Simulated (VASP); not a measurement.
Wanted: the native input for a VASP 6.6.1 run.

* Task: single point
* Functional: PBEsol
* Potentials or basis: VASP PAW PBE potentials, release 64 (Cu)
* Cutoff: 520 eV
* k mesh: 22 × 22 × 22
* Occupations: gaussian, width 0.15 eV
* Spin: no spin polarisation
* Dipole correction: no
* Further INCAR settings: ALGO = Fast; EDIFF = 1e-07; NBANDS = 12

The structure of Cu lies in POSCAR:

```
Cu
1.0
    0.0000000000      1.8707243280      1.7816422171
    1.6925601062      0.0000000000      1.7816422171
    1.6925601062      1.8707243280      0.0000000000
Cu
1
Direct
    0.0000000000      0.0000000000      0.0000000000
```

This cell differs from its parent crystal: engineering shear strain xy +0.0000, strain +e along x and -e along y -0.0500.

One way to write it, as run:

INCAR

```
PREC = Accurate
ENCUT = 520
EDIFF = 1E-7
ISMEAR = 0
SIGMA = 0.15
LREAL = False
LASPH = True
NELM = 80
ALGO = Fast
ISIF = 2
LWAVE = False
LCHARG = True
GGA = PS
LELF = True
LVHAR = True
NBANDS = 12
```

KPOINTS

```
regular mesh
0
Gamma
  22 22 22
```

Potentials or basis: VASP PAW PBE potentials, release 64 (Cu).

Launch:

```console
$ cat potpaw_PBE.64/Cu/POTCAR > POTCAR
$ mpirun -np 1 vasp_std > vasp.out
```

Results of the run:

```json
{
 "Pressure": "1.5 GPa",
 "Band gap on the k mesh": "zero (an odd number of electrons rules out a gap without spin polarisation)"
}
```

Caveat: the cell differs from its parent crystal (engineering shear strain xy +0.0000, strain +e along x and -e along y -0.0500); the stress differs along the axes, from -2 to 4 GPa; the PAW data sets were made with another functional, which shifts forces and pressure a little.

It took 2.4 min on 1 thread of AMD EPYC 9R45 96-Core Processor (Zen 5), on a shared host, peak memory 0.27 GiB.
